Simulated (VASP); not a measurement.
# W in VASP: a series of runs

The runs below take W through single point, relaxation of the atoms, with LDA.

Program: VASP 6.6.1. These are calculated values, not measurements. Logs are shortened: lines on timing, memory, paths and dates and some standing lists are left out, and cuts for length are marked.

### Step 1. The cell of the first run

The cell holds a slab with vacuum, 3 atoms: a = 2.809 Å, b = 2.809 Å, c = 18.587 Å, α = 90.00°, β = 90.00°, γ = 120.00°.

### Step 2. Single point, LDA

File INCAR:

```
  ALGO = Normal
  DIPOL = 0.5 0.5 0.501
  EDIFF = 1E-6
  ENCUT = 400
  GGA = CA
  GGA_COMPAT = F
  IDIPOL = 3
  ISIF = 2
  ISMEAR = 0
  LASPH = T
  LCHARG = T
  LDIPOL = T
  LELF = T
  LREAL = F
  LVACPOTAV = T
  LVHAR = T
  LWAVE = F
  NBANDS = 28
  NELM = 120
  NELMDL = -8
  PREC = Accurate
  SIGMA = 0.1
```

File KPOINTS:

```
k-points
0
Gamma
  12 12 1
```

File POSCAR:

```
W
1.0
    2.8090103839      0.0000000000      0.0000000000
   -1.4045051920      2.4326743520      0.0000000000
    0.0000000000      0.0000000000     18.5870947485
W
3
Direct
    0.6666666667      0.3333333333      0.3766053864
    0.3333333333      0.6666666667      0.5007387244
    0.0000000000      0.0000000000      0.6248652100
```

Potentials or basis: VASP PAW LDA potentials, release 64 (W_sv).

The run is started by

```sh
$ cat potpaw_LDA.64/W_sv/POTCAR > POTCAR
$ mpirun -np 1 vasp_std > vasp.out
```

OUTCAR:

```text
EDIFF = 1E-6
   ENCUT = 400
   GGA = CA
   ISIF = 2
   ISMEAR = 0
   LASPH = T
   LREAL = F
   NELM = 120
   NELMDL = -8
   PREC = Accurate

 ion  position               nearest neighbor table
   1  0.667  0.333  0.377-   2 2.82   2 2.82   2 2.82
   2  0.333  0.667  0.501-   3 2.82   3 2.82   3 2.82   1 2.82   1 2.82   1 2.82
   3  0.000  0.000  0.625-   2 2.82   2 2.82   2 2.82

  LATTYP: Found a hexagonal cell.
 ALAT       =     2.8090103839
 C/A-ratio  =     6.6169548020

  Lattice vectors:

 A1 = (   2.8090103839,   0.0000000000,   0.0000000000)
 A2 = (  -1.4045051920,   2.4326743520,   0.0000000000)
 A3 = (   0.0000000000,   0.0000000000,  18.5870947485)

Analysis of symmetry for initial positions (statically):
=====================================================================
 Subroutine PRICEL returns:
 Original cell was already a primitive cell.

 Routine SETGRP: Setting up the symmetry group for a
 hexagonal supercell.

 Subroutine GETGRP returns: Found 12 space group operations
 (whereof  6 operations were pure point group operations)
 out of a pool of 24 trial point group operations.

The static configuration has the point symmetry C_3v.
 The point group associated with its full space group is D_3d.

Analysis of symmetry for dynamics (positions and initial velocities):
=====================================================================
 Subroutine PRICEL returns:
 Original cell was already a primitive cell.

 Routine SETGRP: Setting up the symmetry group for a
 hexagonal supercell.

 Subroutine GETGRP returns: Found 12 space group operations
 (whereof  6 operations were pure point group operations)
 out of a pool of 24 trial point group operations.

The dynamic configuration has the point symmetry C_3v.
 The point group associated with its full space group is D_3d.

 Subroutine INISYM returns: Found 12 space group operations
 (whereof  6 operations are pure point group operations),
 and found     1 'primitive' translations

----------------------------------------------------------------------------------------

                                     Primitive cell

  volume of cell :     127.0132

  direct lattice vectors                    reciprocal lattice vectors
     2.809010384  0.000000000  0.000000000     0.355997260  0.205535114  0.000000000
    -1.404505192  2.432674352  0.000000000     0.000000000  0.411070228  0.000000000
     0.000000000  0.000000000 18.587094749     0.000000000  0.000000000  0.053800769

  length of vectors
     2.809010384  2.809010384 18.587094749     0.411070228  0.411070228  0.053800769

  position of ions in fractional coordinates (direct lattice)
     0.666666667  0.333333333  0.376605386
     0.333333333  0.666666667  0.500738724
     0.000000000  0.000000000  0.624865210

  ion indices of the primitive-cell ions
   primitive index   ion index
                 1           1
                 2           2
                 3           3

----------------------------------------------------------------------------------------

 KPOINTS: k-points

Automatic generation of k-mesh.
 Grid dimensions read from file:
 generate k-points for:   12   12    1

 Generating k-lattice:

  Cartesian coordinates                     Fractional coordinates (reciprocal lattice)
     0.029666438  0.017127926  0.000000000     0.083333333  0.000000000  0.000000000
     0.000000000  0.034255852  0.000000000     0.000000000  0.083333333  0.000000000
     0.000000000  0.000000000  0.053800769     0.000000000  0.000000000  1.000000000

  Length of vectors
     0.034255852  0.034255852  0.053800769

  Shift w.r.t. Gamma in fractional coordinates (k-lattice)
     0.000000000  0.000000000  0.000000000

 Subroutine IBZKPT returns following result:
 ===========================================

 Found     19 irreducible k-points:

 Following reciprocal coordinates:
            Coordinates               Weight
  0.000000  0.000000  0.000000      1.000000
  0.083333  0.000000  0.000000      6.000000
  0.166667 -0.000000  0.000000      6.000000
  0.250000  0.000000  0.000000      6.000000
  0.333333 -0.000000  0.000000      6.000000
  0.416667  0.000000  0.000000      6.000000
[... 11 lines left out ...]
  0.333333  0.250000  0.000000     12.000000
  0.333333  0.333333  0.000000      2.000000
   k-points           NKPTS =     19   k-points in BZ     NKDIM =     19   number of bands    NBANDS=     28
   number of dos      NEDOS =    301   number of ions     NIONS =      3
   total plane-waves  NPLWV =  40824
   dimension x,y,z NGX =    18 NGY =   18 NGZ =  126
   dimension x,y,z NGXF=    36 NGYF=   36 NGZF=  252
   ions per type =               3
   NGX,Y,Z   is equivalent  to a cutoff of  10.65, 10.65, 11.27 a.u.
   NGXF,Y,Z  is equivalent  to a cutoff of  21.31, 21.31, 22.54 a.u.
 SYSTEM =  unknown system
   PREC   = accura    normal or accurate (medium, high low for compatibility)
   ISTART =      0    job   : 0-new  1-cont  2-samecut
   ICHARG =      2    charge: 1-file 2-atom 10-const
   ISPIN  =      1    spin polarized calculation?
   LNONCOLLINEAR =      F non collinear calculations
   LSORBIT =      F    spin-orbit coupling
   LASPH  =      T    aspherical Exc in radial PAW
   ENCUT  =  400.0 eV  29.40 Ry    5.42 a.u.   4.58  4.58 30.31*2*pi/ulx,y,z
   NELM   =    120;   NELMIN=  2; NELMDL= -8     # of ELM steps
   EDIFF  = 0.1E-05   stopping-criterion for ELM
   LREAL  =      F    real-space projection
   EDIFFG = 0.1E-04   stopping-criterion for IOM
   NSW    =      0    number of steps for IOM
   IBRION =     -1    ionic relax: 0-MD 1-quasi-New 2-CG
   NFREE  =      0    steps in history (QN), initial steepest desc. (CG)
   ISIF   =      2    stress and relaxation
   ISYM   =      2    0-nonsym 1-usesym 2-fastsym
   POTIM  = 0.5000    time-step for ionic-motion
   TEBEG  =    0.0;   TEEND  =   0.0 temperature during run
   PSTRESS=    0.0 pullay stress
   NELECT =      42.0000    total number of electrons
   NUPDOWN=      -1.0000    fix difference up-down
   EMIN   =  10.00;   EMAX   =-10.00  energy-range for DOS
   EFERMI =   0.00;   METHOD = LEGACY
   ISMEAR =     0;   SIGMA  =   0.10  broadening in eV -4-tet -1-fermi 0-gaus
   EFERMI_NEDOS =   21; number of points for ismear=-14 and -15
   IALGO  =     38    algorithm
   IMIX   =      4    mixing-type and parameters
     AMIX     =   0.40;   BMIX     =  1.00
     AMIX_MAG =   1.60;   BMIX_MAG =  1.00
  volume/ion in A,a.u.               =      42.34       285.71
  Fermi-wavevector in a.u.,A,eV,Ry     =   1.132074  2.139310 17.437125  1.281593
  Thomas-Fermi vector in A             =   2.268775
   LORBIT       =      0    0 simple, 1 ext, 2 COOP (PROOUT), +10 PAW based schemes
   GGA     = CA    functional components
   LHFCALC =     F    Hartree Fock is set to
   AEXX    =    0.0000 exact exchange contribution
   IVDW    =     0    specifies the selected vdW correction
   LEPSILON=     F    determine dielectric tensor
   LRPA    =     F    only Hartree local field effects (RPA)
 non-spin polarized calculation
 Gauss-broadening in eV      SIGMA  =   0.10
  energy-cutoff  :      400.00
  volume of cell :      127.01
 maximum number of plane-waves:      2340
   NGX =  9   NGY =  9   NGZ = 61

 dipolmoment           0.000000      0.000000      0.000030 electrons x Angstroem

 number of electron      42.0000003 magnetization

 dipolmoment           0.000000      0.000000     -0.000613 electrons x Angstroem

 Free energy of the ion-electron system (eV)
  ---------------------------------------------------
  ext. energy  EPLUGINS =         0.00000000
  ---------------------------------------------------
  free energy    TOTEN  =       -38.26747587 eV

  energy without entropy =      -38.24776522  energy(sigma->0) =      -38.25762055

 E-fermi :   0.9598     XC(G=0):  -6.3432

 val. band max:        0.9486892037   @ k =   0.0000   0.0000   0.0000
 cond. band min:       0.9692920021   @ k =   0.3333  -0.0000   0.0000
 fundamental gap:      0.0206027984
 Fermi energy:         0.9598413694

 k-point     1 :       0.0000    0.0000    0.0000
  band No.  band energies     occupation
      1     -72.3436      2.00000
      2     -72.2725      2.00000
      3     -72.2413      2.00000
      4     -37.3228      2.00000
      5     -36.8771      2.00000
      6     -36.3991      2.00000
[... 20 lines left out ...]
     27       3.4013      0.00000
     28       3.9503      0.00000

 k-point     2 :       0.0833    0.0000    0.0000
  band No.  band energies     occupation
      1     -72.3364      2.00000
      2     -72.2667      2.00000
      3     -72.2366      2.00000
      4     -37.3015      2.00000
      5     -36.8760      2.00000
      6     -36.4163      2.00000
[... 20 lines left out ...]
     27       3.1792      0.00000
     28       4.0079      0.00000

 k-point     3 :       0.1667   -0.0000    0.0000
  band No.  band energies     occupation
      1     -72.3167      2.00000
      2     -72.2510      2.00000
      3     -72.2238      2.00000
      4     -37.2432      2.00000
      5     -36.8895      2.00000
      6     -36.5431      2.00000
[... 20 lines left out ...]
     27       2.9349      0.00000
     28       4.0030      0.00000

 k-point     4 :       0.2500    0.0000    0.0000
  band No.  band energies     occupation
      1     -72.2892      2.00000
      2     -72.2296      2.00000
      3     -72.2065      2.00000
      4     -37.1694      2.00000
      5     -36.9898      2.00000
      6     -36.7164      2.00000
[... 423 lines left out ...]
     27       5.8103      0.00000
     28       7.5870      0.00000

 k-point    18 :       0.3333    0.2500    0.0000
  band No.  band energies     occupation
      1     -72.2189      2.00000
      2     -72.1825      2.00000
      3     -72.1664      2.00000
      4     -37.2391      2.00000
      5     -37.1100      2.00000
      6     -37.0090      2.00000
[... 20 lines left out ...]
     27       5.5517      0.00000
     28       8.4601      0.00000

 k-point    19 :       0.3333    0.3333    0.0000
  band No.  band energies     occupation
      1     -72.2145      2.00000
      2     -72.1803      2.00000
      3     -72.1641      2.00000
      4     -37.1244      2.00000
      5     -37.1236      2.00000
      6     -37.0503      2.00000
[... 20 lines left out ...]
     27       5.2631      0.00000
     28       8.5079      0.00000

------------------------ aborting loop because EDIFF is reached ----------------------------------------

  FORCE on cell =-STRESS in cart. coord.  units (eV):
  Direction    XX          YY          ZZ          XY          YZ          ZX
  --------------------------------------------------------------------------------------
  -------------------------------------------------------------------------------------
  Total       -7.0917955     -7.0917955      0.2763426      0.0000000      0.0000000      0.0000000
  in kB      -89.4577467    -89.4577467      3.4858570      0.0000000      0.0000000      0.0000000
  external PRESSURE =     -58.4765454 kB  Pullay stress =       0.0000000 kB

 VOLUME and BASIS-vectors are now :
 -----------------------------------------------------------------------------
  energy-cutoff  :      400.00
  volume of cell :      127.01
      direct lattice vectors                 reciprocal lattice vectors
     2.809010384  0.000000000  0.000000000     0.355997260  0.205535114  0.000000000
    -1.404505192  2.432674352  0.000000000     0.000000000  0.411070228  0.000000000
     0.000000000  0.000000000 18.587094749     0.000000000  0.000000000  0.053800769

 POSITION                                       TOTAL-FORCE (eV/Angst)
 -----------------------------------------------------------------------------------
      1.40451      0.81089      7.00000        -0.000000     -0.000000     -0.067996
     -0.00000      1.62178      9.30728         0.000000      0.000000     -0.000000
      0.00000      0.00000     11.61443        -0.000000      0.000000      0.067996
 -----------------------------------------------------------------------------------
    total drift:                                0.000000      0.000000     -0.162551

  FREE ENERGIE OF THE ION-ELECTRON SYSTEM (eV)
  ---------------------------------------------------
  free  energy   TOTEN  =       -38.2674758728 eV

  energy  without entropy=      -38.2477652230  energy(sigma->0) =      -38.25762055

 vacuum level on the upper side and lower side of the slab         6.141         6.157
```

Wall time 54 s (1 thread of Intel Xeon 6975P-C (Granite Rapids), shared host); peak memory 0.17 GiB.

Results:

* Free energy: -38.2675 eV
* Largest force: 0.068 eV/Å
* Band gap on the k mesh: zero (bands 21 and 22 overlap by 1.73 eV)

Forces in eV/Å, atoms in the order of the input:
```
W    0.000  0.000 -0.068
W    0.000  0.000  0.000
W    0.000  0.000  0.068
```

Levels at points of the mesh, in eV from the Fermi level:
| k point | band 19 | band 20 | band 21 | band 22 | band 23 | band 24 |
| --- | --- | --- | --- | --- | --- | --- |
| (0.00, 0.00, 0.00) | -0.68 | -0.50 | -0.27 | -0.27 | -0.01 | -0.01 |
| (0.50, 0.00, 0.00) | -0.39 | -0.21 | 0.94 | 1.78 | 2.16 | 2.95 |

Caveat: spin-orbit coupling is left out, which moves the levels of the heavy elements.

### Step 3. Relaxation of the atoms, LDA

File INCAR:

```
SYSTEM = W
PREC = Accurate ; ENCUT = 450
EDIFF = 1E-7 ; ISMEAR = 0
SIGMA = 0.1 ; LREAL = .FALSE.
LASPH = .TRUE. ; NELM = 120
ALGO = Normal ; ISIF = 2
LWAVE = .FALSE. ; LCHARG = .FALSE.
LDIPOL = .TRUE. ; IDIPOL = 3
DIPOL = 0.5 0.5 0.500 ; IBRION = 2
NSW = 70 ; EDIFFG = -0.03
GGA_COMPAT = .FALSE. ; NELMIN = 4
NELMDL = -8
```

File KPOINTS:

```
Automatic mesh
0
G
  12 12 1
  0 0 0
```

File POSCAR:

```
W
1.0
    2.8090103839      0.0000000000      0.0000000000
   -1.4045051920      2.4326743520      0.0000000000
    0.0000000000      0.0000000000     18.5870947485
W
3
Selective dynamics
Direct
    0.6666666667      0.3333333333      0.3766053864  F F F
    0.3333333333      0.6666666667      0.5000000000  T T T
    0.0000000000      0.0000000000      0.6233946136  T T T
```

Potentials or basis: VASP PAW LDA potentials, release 64 (W_sv).

The run is started by

```sh
$ cat potpaw_LDA.64/W_sv/POTCAR > POTCAR
$ mpirun -np 1 vasp_std > vasp.out
```

Wall time 2.2 min (1 thread of Intel Xeon 6975P-C (Granite Rapids), shared host); peak memory 0.2 GiB.

It converged, with:

```yaml
Free_energy: -38.2677 eV
Energy_gained_by_relaxing: 1.4 meV/atom
Ionic_steps: 5
Band_gap_on_the_k_mesh: zero (bands 21 and 22 overlap by 1.72 eV)
```

Step by step:
```
step  energy change (eV)  largest force on free atoms (eV/Å)  pressure (GPa)
   1              0.0000                              0.2014           -5.38
   2             -0.0015                              0.1054           -5.55
   3             -0.0021                              0.1990           -5.73
   4             -0.0031                              0.1386           -5.83
   5             -0.0042                              0.0072           -6.07
```

Final structure:
```
CELL_PARAMETERS angstrom
2.80901 0.00000 0.00000
-1.40451 2.43267 0.00000
0.00000 0.00000 18.58709
ATOMIC_POSITIONS crystal
W 0.66667 0.33333 0.37661
W 0.33333 0.66667 0.50110
W 0.00000 0.00000 0.62558
```

Levels at points of the mesh, in eV from the Fermi level:
```tsv
k point	band 18	band 19	band 20	band 21	band 22	band 23	band 24	band 25
(0.00, 0.00, 0.00)	-0.67	-0.67	-0.50	-0.26	-0.26	-0.01	-0.01	0.59
(0.50, 0.00, 0.00)	-1.53	-0.39	-0.19	0.93	1.78	2.16	2.93	4.09
```

Caveat: spin-orbit coupling is left out, which moves the levels of the heavy elements.

The gap in the log of VASP goes by the Fermi energy; the results here count the filled bands.